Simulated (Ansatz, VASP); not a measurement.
Cu: VASP beside Ansatz

File INCAR:

```
SYSTEM = Cu
PREC = Accurate
ENCUT = 520
EDIFF = 1E-6
ISMEAR = -1
SIGMA = 0.1
LREAL = .FALSE.
LASPH = .TRUE.
NELM = 100
ALGO = Normal
ISIF = 2
LWAVE = .FALSE.
LCHARG = .TRUE.
GGA = PE
LELF = .TRUE.
LVHAR = .TRUE.
NBANDS = 18
```

File KPOINTS:

```
Automatic mesh
0
G
  12 12 12
  0 0 0
```

File POSCAR:

```
Cu
1.0
    0.0000000000      2.5636143240      2.5636143240
    2.5636143240      0.0000000000      2.5636143240
    2.5636143240      2.5636143240      0.0000000000
Cu
2
Direct
    0.1250000000      0.1250000000      0.1250000000
    0.8750000000      0.8750000000      0.8750000000
```

Input for Ansatz:

```yaml
crystal:
  lattice:
    - [0.0, 2.563614324, 2.563614324]
    - [2.563614324, 0.0, 2.563614324]
    - [2.563614324, 2.563614324, 0.0]
  atoms:
    - { symbol: Cu, position: [0.125, 0.125, 0.125] }
    - { symbol: Cu, position: [0.875, 0.875, 0.875] }
hamiltonian:
  xc: pbe
  pseudopotentials:
    kind: paw
    azcp:
      Cu: "pseudopotentials/Cu.paw.azcp"
basis:
  ecutwfc: 420
  fft_grid_basis: typed
kpoints:
  mp_grid: { grid: [12, 12, 12], shift: [0, 0, 0] }
magnetization:
  spin_polarized: false
scf:
  occupations: { method: fermi_dirac, width: 0.1 }
  lower_state_search: "off"
output:
  stress: true
```

Alike in both runs: task single point; functional PBE; k mesh 12 × 12 × 12; occupations fermi-dirac, width 0.1 eV; no spin polarisation.

```csv
,VASP,Ansatz
version,VASP 6.6.1,Ansatz 0.2.0
potentials or method,"VASP PAW PBE potentials, release 64 (Cu), cutoff 520 eV","plane waves (420 eV) with PAW, scalar-relativistic"
valence electrons in the cell,22,38
```

```tsv
	VASP	Ansatz	Ansatz less VASP
pressure (GPa)	9.7	9.7	-0.05
```

VASP's potentials hold 22 valence electrons a cell and Ansatz's 38, so a difference there can come from the potentials and not from the codes.
